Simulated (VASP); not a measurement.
A run of VASP 6.6.1 is set up as follows.

File INCAR:

```
SYSTEM = Nb
PREC = Accurate ; ENCUT = 600
EDIFF = 1E-7 ; ISMEAR = 1
SIGMA = 0.1 ; LREAL = .False.
LASPH = .True. ; NELM = 60
ALGO = Normal ; ISIF = 3
LWAVE = .False. ; LCHARG = .False.
GGA = PE ; IBRION = 2
NSW = 80 ; EDIFFG = -0.01
```

Contents of KPOINTS:

```
regular mesh
0
Gamma
  18 18 18
  0 0 0
```

POSCAR

```
Nb
1.0
   -1.6502000000      1.6502000000      1.6502000000
    1.6502000000     -1.6502000000      1.6502000000
    1.6502000000      1.6502000000     -1.6502000000
Nb
1
Direct
    0.0000000000      0.0000000000      0.0000000000
```

Potentials or basis: VASP PAW PBE potentials, release 64 (Nb_sv).

Command:

```console
$ cat potpaw_PBE.64/Nb_sv/POTCAR > POTCAR
$ mpirun -np 1 vasp_std > vasp.out
```

Question: Estimate the space group after relaxing (to 0.05 Å).

Answer: Im-3m (No. 229).

Question: Estimate the relaxed volume.

Answer: 18.11 Å³/atom.

Question: What does it give for the relaxed cell?

Answer: a = 2.866 Å, b = 2.866 Å, c = 2.866 Å, α = 109.47°, β = 109.47°, γ = 109.47°.

The path:
```csv
step,energy change (eV),largest force (eV/Å),pressure (GPa),volume (Å³)
1,0.0000,0.0000,1.31,17.98
2,0.0012,0.0000,-2.21,18.36
3,-0.0006,0.0000,0.01,18.11
```

PBE usually gives volumes a little too large and moduli too small. Zero-point motion and thermal expansion aren't in these numbers.
